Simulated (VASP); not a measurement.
Write the native input for VASP 6.6.1 that does the following.

- Task: relaxation of cell and atoms
- Functional: LDA
- Potentials or basis: VASP PAW LDA potentials, release 64 (Mg, O)
- Cutoff: 600 eV
- k mesh: 10 × 10 × 10
- Occupations: gaussian, width 0.01 eV
- Spin: no spin polarisation
- Target pressure: 4 GPa
- Dipole correction: no
- Further INCAR settings: ALGO = Normal; EDIFF = 1e-06; IBRION = 2; EDIFFG = -0.002; NSW = 100; ISIF = 3

The structure of MgO lies in POSCAR:

```
MgO
1.0
    0.0000000000      2.0795917026      2.0795917026
    2.0795917026      0.0000000000      2.0795917026
    2.0795917026      2.0795917026      0.0000000000
Mg O
1 1
Direct
    0.0000000000      0.0000000000      0.0000000000
    0.5000000000      0.5000000000      0.5000000000
```

The input as run:

INCAR

```
SYSTEM = MgO
PREC     = Accurate       ! precision mode
ENCUT    = 600            ! plane-wave cutoff, eV
EDIFF    = 1E-6           ! SCF threshold, eV
ISMEAR   = 0              ! smearing method
SIGMA    = 0.01           ! smearing width, eV
LREAL    = .False.        ! projectors in reciprocal space
LASPH    = .True.         ! aspherical terms in the spheres
NELM     = 80             ! most SCF steps
ALGO     = Normal         ! electronic algorithm
ISIF     = 3              ! what is computed and relaxed
LWAVE    = .False.        ! write WAVECAR
LCHARG   = .False.        ! write CHGCAR
GGA      = CA             ! functional
IBRION   = 2              ! ionic algorithm
NSW      = 100            ! ionic steps
EDIFFG   = -0.002         ! ionic threshold
PSTRESS  = 40.0
```

KPOINTS

```
Automatic mesh
0
Gamma
  10 10 10
  0 0 0
```

Potentials or basis: VASP PAW LDA potentials, release 64 (Mg, O).

Launch:

```sh
$ cat potpaw_LDA.64/Mg/POTCAR potpaw_LDA.64/O/POTCAR > POTCAR
$ mpirun -np 1 vasp_std > vasp.out
```

It gave:

| Property | Result |
| --- | --- |
| Relaxed volume | 8.70 Å³/atom |
| Relaxed cell | a = 2.909 Å, b = 2.909 Å, c = 2.909 Å, α = 60.00°, β = 60.00°, γ = 60.00° |
| Space group after relaxing (to 0.05 Å) | Fm-3m (No. 225) |
| Energy change on relaxing (the enthalpy is what falls) | +1.7 meV/atom |
| Ionic steps | 3 |
| Pressure after relaxing | 4.0 GPa |
| Band gap on the k mesh | 5.38 eV, direct |

Caveat: the cell is relaxed towards a set pressure, so the enthalpy falls and the energy may rise.

Run time: 7.8 s on 1 thread of AMD EPYC 9R45 96-Core Processor (Zen 5), with other jobs on the host, peak memory 0.11 GiB.
